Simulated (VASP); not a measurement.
Wanted: the native input for a VASP 6.6.1 run.

| Property | Result |
| --- | --- |
| Task | single point |
| Functional | PBEsol |
| Potentials or basis | VASP PAW PBE potentials, release 64 (Mn_pv, Hg) |
| Cutoff | 520 eV |
| k mesh | 12 × 12 × 6 |
| Occupations | gaussian, width 0.1 eV |
| Spin | collinear spin, antiferromagnetic start |
| Starting moments | [4.0, -4.0, 0.0, 0.0] μB |
| Dipole correction | no |
| Further INCAR settings | ALGO = Fast; EDIFF = 1e-07; NBANDS = 37 |

The structure of MnHg lies in POSCAR:

```
MnHg
1.0
    3.0773733967      0.0000000000      3.0773733967
    0.0000000000      3.0773733967      3.0773733967
    0.0000000000      0.0000000000      6.1547467934
Mn Hg
2 2
Direct
    0.5000000000      0.5000000000      0.7500000000
    0.5000000000      0.5000000000      0.2500000000
    0.0000000000      0.0000000000      0.0000000000
    0.0000000000      0.0000000000      0.5000000000
```

One way to write it, as run:

INCAR

```
PREC = Accurate ; ENCUT = 520
EDIFF = 1E-7 ; ISMEAR = 0
SIGMA = 0.1 ; LREAL = F
LASPH = T ; NELM = 150
ALGO = Fast ; ISIF = 2
LWAVE = F ; LCHARG = F
ISPIN = 2 ; MAGMOM = 4 -4 0 0
LORBIT = 11 ; LMAXMIX = 4
GGA = PS ; NBANDS = 37
```

KPOINTS

```
Automatic mesh
0
Gamma
  12 12 6
```

Potentials or basis: VASP PAW PBE potentials, release 64 (Mn_pv, Hg).

Launch:

```bash
$ cat potpaw_PBE.64/Mn_pv/POTCAR potpaw_PBE.64/Hg/POTCAR > POTCAR
$ mpirun -np 1 vasp_std > vasp.out
```

It gave:

```yaml
Pressure: 21.5 GPa
Band_gap_on_the_k_mesh: zero (filled and empty bands overlap)
Net_moment: 0.00 μB per cell
Site_moments: Mn +3.29, -3.29; Hg +0.00 μB
Valence_electrons_inside_the_program's_atomic_spheres: Mn 11.66; Hg 10.83
```

Caveat: the cell stands under pressure; the PAW data sets were made with another functional, which shifts forces and pressure a little; spin-orbit coupling is left out, which moves the levels of the heavy elements.

Wall time 100 s on 1 thread of Intel(R) Xeon(R) 6975P-C (Granite Rapids), with other jobs on the host, peak memory 0.34 GiB.
